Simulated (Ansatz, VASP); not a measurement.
# CuO: VASP beside Ansatz

```
Cu O
1.0
     2.55255    0.00000    0.00000
     0.00000    2.55255    0.00000
     0.00000    0.00000    2.55255
Cu O
1 1
Direct
  0.00000 0.00000 0.00000
  0.50000 0.50000 0.50000
```

Alike in both runs: task relaxation of cell and atoms; functional PBE; k mesh 10 × 10 × 10; occupations fermi-dirac, width 0.05 eV; no spin polarisation.

|  | VASP | Ansatz |
| --- | --- | --- |
| version | VASP 6.6.1 | Ansatz 0.2.0 |
| potentials or method | VASP PAW PBE potentials, release 64 (Cu, O) | Ansatz PAW |
| plane-wave cutoff (eV) | 600 | 420 |
| valence electrons in the cell | 17 | 25 |

|  | VASP | Ansatz | Ansatz less VASP |
| --- | --- | --- | --- |
| gap on the k mesh at the Fermi level, each at its own relaxed structure (eV) | none | none | - |
| relaxed volume (Å³/atom) | 9.16 | 9.15 | -0.007 |
| relaxed length of the cell vector where the two differ most in proportion (Å) | 2.636 | 2.636 | -0.0007 |

A gap of «none» marks a metal or a gap that the smearing closes. VASP's potentials hold 17 valence electrons a cell and Ansatz's 25, so a difference there can come from the potentials and not from the codes.

Noted on Ansatz's run: the plane-wave basis is chosen anew once the cell has moved, so the energies of steps on either side of that aren't comparable.
